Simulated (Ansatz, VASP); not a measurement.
Two plane-wave programs on SiC

The input POSCAR:

```
SiC
1.0
    3.1083305834      0.0000000000      0.0000000000
   -1.5541652917      2.6918932486      0.0000000000
    0.0000000000      0.0000000000     10.0598065426
Si C
4 4
Direct
    0.0000000000      0.0000000000     -0.0004032848
    0.3333333333      0.6666666667      0.2496515939
    0.0000000000      0.0000000000      0.4995967152
    0.6666666667      0.3333333333      0.7496515939
    0.0000000000      0.0000000000      0.1875287746
    0.3333333333      0.6666666667      0.4382229163
    0.0000000000      0.0000000000      0.6875287746
    0.6666666667      0.3333333333      0.9382229163
```

INCAR.step1

```
  ALGO = Normal
  EDIFF = 1E-5
  ENCUT = 520
  GGA = PE
  ISIF = 2
  ISMEAR = 0
  LASPH = True
  LREAL = False
  LWAVE = True
  NBANDS = 26
  NELM = 60
  PREC = Accurate
  SIGMA = 0.01
```

File INCAR.step2:

```
  ALGO = Normal
  EDIFF = 1E-6
  ENCUT = 520
  GGA = PE
  HFSCREEN = 0.2079
  ISIF = 2
  ISMEAR = 0
  ISTART = 1
  LASPH = True
  LCHARG = True
  LELF = True
  LHFCALC = True
  LREAL = False
  LVHAR = True
  LWAVE = False
  NBANDS = 26
  NELM = 60
  PREC = Accurate
  PRECFOCK = Fast
  SIGMA = 0.01
```

The input KPOINTS:

```
k-points
0
Gamma
  6 6 2
```

Input for Ansatz:

```yaml
crystal:
  lattice:
    - [3.1083305834, 0.0, 0.0]
    - [-1.5541652917, 2.6918932486, 0.0]
    - [0.0, 0.0, 10.0598065426]
  atoms:
    - { symbol: Si, position: [0.0, 0.0, -0.0004032848] }
    - { symbol: Si, position: [0.3333333333, 0.6666666667, 0.2496515939] }
    - { symbol: Si, position: [0.0, 0.0, 0.4995967152] }
    - { symbol: Si, position: [0.6666666667, 0.3333333333, 0.7496515939] }
    - { symbol: C, position: [0.0, 0.0, 0.1875287746] }
    - { symbol: C, position: [0.3333333333, 0.6666666667, 0.4382229163] }
    - { symbol: C, position: [0.0, 0.0, 0.6875287746] }
    - { symbol: C, position: [0.6666666667, 0.3333333333, 0.9382229163] }
kpoints:
  mp_grid: { grid: [6, 6, 2] }
  band_path:
    path:
      - [0.0, 0.0, 0.0]
      - [0.5, 0.0, 0.0]
      - [0.3333333333, 0.3333333333, 0.0]
      - [0.0, 0.0, 0.5]
      - [0.5, 0.0, 0.5]
      - [0.3333333333, 0.3333333333, 0.5]
      - [0.0, 0.5, 0.0]
    npoints: 1
hamiltonian:
  xc: hse06
scf:
  occupations: { method: fixed }
  n_extra_bands: 6
output:
  forces: true
  stress: true
  eigenvalues: true
  write_density: true
  write_potential: true
  elf: true
  volumetric_format: npy
```

Change from the starting cell: epitaxial_xy strain +1.0%.

Alike in both runs: task single point; functional HSE06; k mesh 6 × 6 × 2; no spin polarisation.

|  | VASP | Ansatz |
| --- | --- | --- |
| version | VASP 6.6.1 | Ansatz 0.2.0 |
| potentials or method | VASP PAW PBE potentials, release 64 (Si, C) | plane waves, PAW |
| plane-wave cutoff (eV) | 520 | 420 |
| occupations | gaussian, width 0.01 eV | fixed |
| valence electrons in the cell | 32 | 32 |

|  | VASP | Ansatz | Ansatz less VASP |
| --- | --- | --- | --- |
| gap on the k mesh at the Fermi level (eV) | 3.15 | 3.15 | -0.005 |
| pressure (GPa) | -5.5 | -5.2 | +0.35 |
| traceless stress, the component that is largest in VASP (GPa) | 3.77 | 3.74 | -0.029 |
| rms of the force components (eV/Å) | 0.009 | 0.010 | +0.0013 |

Atom by atom the forces differ by 0.001 eV/Å (rms over components). Ansatz's warnings: stress exchange threshold loose, stress scf threshold loose.
